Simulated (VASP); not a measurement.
# GaSb (F-43m) in VASP: a series of runs

Runs on GaSb. Level: PBE. Tasks: single point, relaxation of cell and atoms.

All numbers are computed with VASP 6.6.1; they aren't measurements. Logs are shortened: lines on timing, memory, paths and dates and some standing lists are left out, and cuts for length are marked.

### Step 1. The cell of the first run

It takes space group F-43m (No. 216, cubic). The conventional cell has a = 6.212 Å, b = 6.212 Å, c = 6.212 Å, α = 90.00°, β = 90.00°, γ = 90.00°. Within 3.5 Å of Ga (site symmetry -43m) lie 4 Sb at 2.69 Å. Sb (site symmetry -43m) has 4 Ga at 2.69 Å within 3.5 Å.

### Step 2. Single point, PBE

File INCAR:

```
PREC = Accurate
ENCUT = 520
EDIFF = 1E-6
ISMEAR = 0
SIGMA = 0.1
LREAL = False
LASPH = True
NELM = 60
ALGO = Normal
ISIF = 2
LWAVE = False
LCHARG = False
GGA = PE
NBANDS = 16
```

File KPOINTS:

```
regular mesh
0
Gamma
  6 6 6
```

File POSCAR:

```
GaSb
1.0
    0.0000000000      3.1060542005      3.1060542005
    3.1060542005      0.0000000000      3.1060542005
    3.1060542005      3.1060542005      0.0000000000
Ga Sb
1 1
Direct
    0.0000000000      0.0000000000      0.0000000000
    0.7500000000      0.7500000000      0.7500000000
```

Potentials or basis: VASP PAW PBE potentials, release 64 (Ga_d, Sb).

Started as:

```
$ cat potpaw_PBE.64/Ga_d/POTCAR potpaw_PBE.64/Sb/POTCAR > POTCAR
$ mpirun -np 1 vasp_std > vasp.out
```

OUTCAR:

```text
PREC = Accurate
   ENCUT = 520
   EDIFF = 1E-6
   ISMEAR = 0
   LREAL = False
   LASPH = True
   NELM = 60
   ISIF = 2
   GGA = PE

 ion  position               nearest neighbor table
   1  0.000  0.000  0.000-   2 2.69   2 2.69   2 2.69   2 2.69
   2  0.750  0.750  0.750-   1 2.69   1 2.69   1 2.69   1 2.69

  LATTYP: Found a face centered cubic cell.
 ALAT       =     6.2121084010

  Lattice vectors:

 A1 = (   0.0000000000,   3.1060542005,   3.1060542005)
 A2 = (   3.1060542005,   0.0000000000,   3.1060542005)
 A3 = (   3.1060542005,   3.1060542005,   0.0000000000)

Analysis of symmetry for initial positions (statically):
=====================================================================
 Subroutine PRICEL returns:
 Original cell was already a primitive cell.

 Routine SETGRP: Setting up the symmetry group for a
 face centered cubic supercell.

 Subroutine GETGRP returns: Found 24 space group operations
 (whereof 24 operations were pure point group operations)
 out of a pool of 48 trial point group operations.

The static configuration has the point symmetry T_d .

Analysis of symmetry for dynamics (positions and initial velocities):
=====================================================================
 Subroutine PRICEL returns:
 Original cell was already a primitive cell.

 Routine SETGRP: Setting up the symmetry group for a
 face centered cubic supercell.

 Subroutine GETGRP returns: Found 24 space group operations
 (whereof 24 operations were pure point group operations)
 out of a pool of 48 trial point group operations.

The dynamic configuration has the point symmetry T_d .

 Subroutine INISYM returns: Found 24 space group operations
 (whereof 24 operations are pure point group operations),
 and found     1 'primitive' translations

----------------------------------------------------------------------------------------

                                     Primitive cell

  volume of cell :      59.9318

  direct lattice vectors                    reciprocal lattice vectors
     0.000000000  3.106054201  3.106054201    -0.160975942  0.160975942  0.160975942
     3.106054201  0.000000000  3.106054201     0.160975942 -0.160975942  0.160975942
     3.106054201  3.106054201  0.000000000     0.160975942  0.160975942 -0.160975942

  length of vectors
     4.392623976  4.392623976  4.392623976     0.278818510  0.278818510  0.278818510
[... 70 lines left out ...]
   ENCUT  =  520.0 eV  38.22 Ry    6.18 a.u.   8.17  8.17  8.17*2*pi/ulx,y,z
   NELM   =     60;   NELMIN=  2; NELMDL= -5     # of ELM steps
   EDIFF  = 0.1E-05   stopping-criterion for ELM
   LREAL  =      F    real-space projection
   EDIFFG = 0.1E-04   stopping-criterion for IOM
   NSW    =      0    number of steps for IOM
   IBRION =     -1    ionic relax: 0-MD 1-quasi-New 2-CG
   NFREE  =      0    steps in history (QN), initial steepest desc. (CG)
   ISIF   =      2    stress and relaxation
   ISYM   =      2    0-nonsym 1-usesym 2-fastsym
   POTIM  = 0.5000    time-step for ionic-motion
   TEBEG  =    0.0;   TEEND  =   0.0 temperature during run
   PSTRESS=    0.0 pullay stress
   NELECT =      18.0000    total number of electrons
   NUPDOWN=      -1.0000    fix difference up-down
   EMIN   =  10.00;   EMAX   =-10.00  energy-range for DOS
   EFERMI =   0.00;   METHOD = LEGACY
   ISMEAR =     0;   SIGMA  =   0.10  broadening in eV -4-tet -1-fermi 0-gaus
   EFERMI_NEDOS =   21; number of points for ismear=-14 and -15
   IALGO  =     38    algorithm
   IMIX   =      4    mixing-type and parameters
     AMIX     =   0.40;   BMIX     =  1.00
     AMIX_MAG =   1.60;   BMIX_MAG =  1.00
  volume/ion in A,a.u.               =      29.97       202.22
  Fermi-wavevector in a.u.,A,eV,Ry     =   1.096343  2.071789 16.353781  1.201969
  Thomas-Fermi vector in A             =   2.232684
   LORBIT       =      0    0 simple, 1 ext, 2 COOP (PROOUT), +10 PAW based schemes
   GGA     = PE    functional components
   LHFCALC =     F    Hartree Fock is set to
   AEXX    =    0.0000 exact exchange contribution
   IVDW    =     0    specifies the selected vdW correction
   LEPSILON=     F    determine dielectric tensor
   LRPA    =     F    only Hartree local field effects (RPA)
 non-spin polarized calculation
 Gauss-broadening in eV      SIGMA  =   0.10
  energy-cutoff  :      520.00
  volume of cell :       59.93
 maximum number of plane-waves:      1639
 NGX is ok and might be reduce to    36
   NGX = 17   NGY = 17   NGZ = 17

 number of electron      17.9999991 magnetization

 Free energy of the ion-electron system (eV)
  ---------------------------------------------------
  ext. energy  EPLUGINS =         0.00000000
  ---------------------------------------------------
  free energy    TOTEN  =        -7.34352483 eV

  energy without entropy =       -7.34281017  energy(sigma->0) =       -7.34316750

 E-fermi :   4.4518     XC(G=0):  -8.8847

 val. band max:        4.4213264143   @ k =   0.0000   0.0000   0.0000
 cond. band min:       4.7312035295   @ k =   0.5000   0.0000   0.0000
 fundamental gap:      0.3098771152
 Fermi energy:         4.4517732429

 k-point     1 :       0.0000    0.0000    0.0000
  band No.  band energies     occupation
      1     -10.5348      2.00000
      2     -10.5348      2.00000
      3     -10.5348      2.00000
      4     -10.4919      2.00000
      5     -10.4919      2.00000
      6      -6.7461      2.00000
[... 281 lines left out ...]
      3     -10.5151      2.00000
      4     -10.4983      2.00000
      5     -10.4902      2.00000
      6      -4.4434      2.00000
[... 8 lines left out ...]
     15      14.2031      0.00000
     16      15.5624      0.00000

------------------------ aborting loop because EDIFF is reached ----------------------------------------

  FORCE on cell =-STRESS in cart. coord.  units (eV):
  Direction    XX          YY          ZZ          XY          YZ          ZX
  --------------------------------------------------------------------------------------
  -------------------------------------------------------------------------------------
  Total        0.0757857      0.0757857      0.0757857      0.0000000      0.0000000      0.0000000
  in kB        2.0260050      2.0260050      2.0260050      0.0000000      0.0000000      0.0000000
  external PRESSURE =       2.0260050 kB  Pullay stress =       0.0000000 kB

 VOLUME and BASIS-vectors are now :
 -----------------------------------------------------------------------------
  energy-cutoff  :      520.00
  volume of cell :       59.93
      direct lattice vectors                 reciprocal lattice vectors
     0.000000000  3.106054201  3.106054201    -0.160975942  0.160975942  0.160975942
     3.106054201  0.000000000  3.106054201     0.160975942 -0.160975942  0.160975942
     3.106054201  3.106054201  0.000000000     0.160975942  0.160975942 -0.160975942

 POSITION                                       TOTAL-FORCE (eV/Angst)
 -----------------------------------------------------------------------------------
      0.00000      0.00000      0.00000         0.000000      0.000000      0.000000
      4.65908      4.65908      4.65908        -0.000000     -0.000000     -0.000000
 -----------------------------------------------------------------------------------
    total drift:                               -0.000001     -0.000001     -0.000001

  FREE ENERGIE OF THE ION-ELECTRON SYSTEM (eV)
  ---------------------------------------------------
  free  energy   TOTEN  =        -7.3435248317 eV

  energy  without entropy=       -7.3428101740  energy(sigma->0) =       -7.34316750
```

OSZICAR:

```text
N       E                     dE             d eps       ncg     rms          rms(c)
DAV:   1     0.884601692033E+02    0.88460E+02   -0.85503E+03   520   0.137E+03
DAV:   2    -0.338759900301E+00   -0.88799E+02   -0.85640E+02   592   0.321E+02
DAV:   3    -0.726451543916E+01   -0.69258E+01   -0.69087E+01   616   0.669E+01
DAV:   4    -0.739026837803E+01   -0.12575E+00   -0.12574E+00   648   0.100E+01
DAV:   5    -0.739327375506E+01   -0.30054E-02   -0.30053E-02   664   0.141E+00    0.302E+00
DAV:   6    -0.735292409356E+01    0.40350E-01   -0.62690E-02   760   0.379E+00    0.180E+00
DAV:   7    -0.734188955090E+01    0.11035E-01   -0.36648E-02   608   0.150E+00    0.349E-01
DAV:   8    -0.734294408214E+01   -0.10545E-02   -0.44055E-03   656   0.742E-01    0.761E-02
DAV:   9    -0.734344675193E+01   -0.50267E-03   -0.65277E-04   584   0.205E-01    0.304E-02
DAV:  10    -0.734351107272E+01   -0.64321E-04   -0.66547E-05   640   0.455E-02    0.926E-03
DAV:  11    -0.734352390579E+01   -0.12833E-04   -0.19502E-05   600   0.328E-02    0.606E-03
DAV:  12    -0.734352521384E+01   -0.13081E-05   -0.23117E-06   632   0.864E-03    0.318E-03
DAV:  13    -0.734352483173E+01    0.38211E-06   -0.15573E-07   400   0.363E-03
   1 F= -.73435248E+01 E0= -.73431675E+01  d E =-.714658E-03
```

It took 24 s on 1 thread of Intel Xeon 8259CL, shared host; peak memory 0.2 GiB.

Results:

- Free energy: -7.3435 eV
- Pressure: 0.2 GPa
- Band gap on the k mesh: zero (filled and empty bands touch)

Levels at points of the mesh, in eV from the Fermi level:
```
           k point  band 6  band 7  band 8  band 9  band 10  band 11  band 12  band 13
(0.00, 0.00, 0.00)  -11.20   -0.32   -0.03   -0.03    -0.03     2.75     2.75     2.75
(0.50, 0.00, 0.00)   -9.69   -6.18   -1.11   -1.11     0.28     3.71     3.71     6.46
(0.50, 0.50, 0.00)   -8.92   -6.64   -2.45   -2.45     0.92     1.30     8.35     8.35
```

Caveat: spin-orbit coupling is left out, which moves the levels of the heavy elements.

### Step 3. Relaxation of cell and atoms, PBE

This run uses another cell than the first one, of 21.27 Å³/atom, 0.710 times its volume.

File INCAR:

```
SYSTEM = GaSb
PREC     = Accurate       ! precision mode
ENCUT    = 600            ! plane-wave cutoff, eV
EDIFF    = 1E-6           ! SCF threshold, eV
ISMEAR   = 0              ! smearing method
SIGMA    = 0.1            ! smearing width, eV
LREAL    = .FALSE.        ! projectors in reciprocal space
LASPH    = .TRUE.         ! aspherical terms in the spheres
NELM     = 80             ! most SCF steps
ALGO     = Normal         ! electronic algorithm
ISIF     = 3              ! what is computed and relaxed
LWAVE    = .FALSE.        ! write WAVECAR
LCHARG   = .FALSE.        ! write CHGCAR
GGA      = PE             ! functional
IBRION   = 2              ! ionic algorithm
NSW      = 80             ! ionic steps
EDIFFG   = -0.05          ! ionic threshold
```

File KPOINTS:

```
regular mesh
0
G
  6 6 6
  0 0 0
```

File POSCAR:

```
GaSb
1.0
    0.0000000000      2.7705072981      2.7705072981
    2.7705072981      0.0000000000      2.7705072981
    2.7705072981      2.7705072981      0.0000000000
Ga Sb
1 1
Direct
    0.0000000000      0.0000000000      0.0000000000
    0.7500000000      0.7500000000      0.7500000000
```

Potentials or basis: VASP PAW PBE potentials, release 64 (Ga_d, Sb).

Started as:

```
$ cat potpaw_PBE.64/Ga_d/POTCAR potpaw_PBE.64/Sb/POTCAR > POTCAR
$ mpirun -np 1 vasp_std > vasp.out
```

OUTCAR:

```text
SYSTEM = GaSb
   PREC = Accurate
   ENCUT = 600
   EDIFF = 1E-6
   ISMEAR = 0
   LREAL = .FALSE.
   LASPH = .TRUE.
   NELM = 80
   ISIF = 3
   GGA = PE
   IBRION = 2
   NSW = 80
   EDIFFG = -0.05

 ion  position               nearest neighbor table
   1  0.000  0.000  0.000-   2 2.40   2 2.40   2 2.40   2 2.40
   2  0.750  0.750  0.750-   1 2.40   1 2.40   1 2.40   1 2.40

  LATTYP: Found a face centered cubic cell.
 ALAT       =     5.5410145962

  Lattice vectors:

 A1 = (   0.0000000000,   2.7705072981,   2.7705072981)
 A2 = (   2.7705072981,   0.0000000000,   2.7705072981)
 A3 = (   2.7705072981,   2.7705072981,   0.0000000000)

Analysis of symmetry for initial positions (statically):
=====================================================================
 Subroutine PRICEL returns:
 Original cell was already a primitive cell.

 Routine SETGRP: Setting up the symmetry group for a
 face centered cubic supercell.
[... 178 lines left out ...]
      9       8.4976      1.98302
     10      10.8590      0.00000
     11      11.0658      0.00000
     12      11.0658      0.00000
     13      11.0658      0.00000
[... 309 lines left out ...]
--------------------------------------- Ionic step        3  -------------------------------------------

 number of electron      18.0000015 magnetization

 Free energy of the ion-electron system (eV)
  ---------------------------------------------------
  ext. energy  EPLUGINS =         0.00000000
  ---------------------------------------------------
  free energy    TOTEN  =        -7.34224299 eV

  energy without entropy =       -7.34152822  energy(sigma->0) =       -7.34188561

 E-fermi :   4.4314     XC(G=0):  -8.8756

 val. band max:        4.4009641667   @ k =   0.0000   0.0000   0.0000
 cond. band min:       4.7068791112   @ k =   0.5000   0.0000   0.0000
 fundamental gap:      0.3059149446
 Fermi energy:         4.4314082875

 k-point     1 :       0.0000    0.0000    0.0000
  band No.  band energies     occupation
      1     -10.5505      2.00000
      2     -10.5505      2.00000
      3     -10.5505      2.00000
      4     -10.5079      2.00000
      5     -10.5079      2.00000
      6      -6.7527      2.00000
      7       4.1021      2.00000
      8       4.4010      1.33321
      9       4.4010      1.33320
     10       4.4010      1.33320
     11       7.1845      0.00000
     12       7.1845      0.00000
     13       7.1845      0.00000
[... 267 lines left out ...]
  FREE ENERGIE OF THE ION-ELECTRON SYSTEM (eV)
  ---------------------------------------------------
  free  energy   TOTEN  =        -7.3422429898 eV

  energy  without entropy=       -7.3415282232  energy(sigma->0) =       -7.34188561

 reached required accuracy - stopping structural energy minimisation
```

OSZICAR:

```text
N       E                     dE             d eps       ncg     rms          rms(c)
DAV:   1     0.887438256964E+02    0.88744E+02   -0.98666E+03   416   0.209E+03
DAV:   2    -0.834683300041E-01   -0.88827E+02   -0.86088E+02   461   0.351E+02
DAV:   3    -0.596955440799E+01   -0.58861E+01   -0.58417E+01   471   0.750E+01
[... 29 lines left out ...]
DAV:   6    -0.734202439982E+01    0.88910E-02   -0.99669E-03   513   0.120E+00    0.526E-02
DAV:   7    -0.734220427297E+01   -0.17987E-03   -0.94069E-04   441   0.383E-01    0.151E-02
DAV:   8    -0.734223940014E+01   -0.35127E-04   -0.80089E-05   562   0.132E-01    0.655E-03
DAV:   9    -0.734224253939E+01   -0.31392E-05   -0.15334E-05   464   0.550E-02    0.255E-03
DAV:  10    -0.734224298978E+01   -0.45038E-06   -0.50267E-06   509   0.373E-02
   3 F= -.73422430E+01 E0= -.73418856E+01  d E =-.137884E+01
```

CONTCAR:

```text
GaSb
   1.00000000000000
     0.0000000000000000    3.1082303545058045    3.1082303545058045
     3.1082303545058045    0.0000000000000000    3.1082303545058045
     3.1082303545058045    3.1082303545058045    0.0000000000000000
  Ga              Sb
     1     1
Direct
     0.0000000000000000    0.0000000000000000    0.0000000000000000
     0.7500000000000000    0.7500000000000000    0.7500000000000000

  0.00000000E+00  0.00000000E+00  0.00000000E+00
  0.00000000E+00  0.00000000E+00  0.00000000E+00
```

Run time: 42 s. Hardware: 1 thread of Intel Xeon 8259CL, shared host; peak memory 0.19 GiB.

What came out:

```
Free energy                            : -7.3422 eV
Relaxed volume                         : 30.03 Å³/atom
Relaxed cell                           : a = 4.396 Å, b = 4.396 Å, c = 4.396 Å, α = 60.00°, β = 60.00°, γ = 60.00°
Space group after relaxing (to 0.05 Å) : F-43m (No. 216)
Energy gained by relaxing              : 689.4 meV/atom
Ionic steps                            : 3
Pressure after relaxing                : 0.0 GPa
Band gap on the k mesh                 : zero (filled and empty bands touch)
```

Step by step:
```tsv
step	energy change (eV)	largest force (eV/Å)	pressure (GPa)	volume (Å³)
1	0.0000	0.0000	34.80	42.53
2	-0.9393	0.0000	-6.23	77.77
3	-1.3788	0.0000	-0.02	60.06
```

Final structure:
```
Ga Sb
1.0
     0.00000    3.10823    3.10823
     3.10823    0.00000    3.10823
     3.10823    3.10823    0.00000
Ga Sb
1 1
Direct
  0.00000 0.00000 0.00000
  0.75000 0.75000 0.75000
```

Caveat: the volume moved by over 15 % at a fixed basis, so the end points are rough; spin-orbit coupling is left out, which moves the levels of the heavy elements.
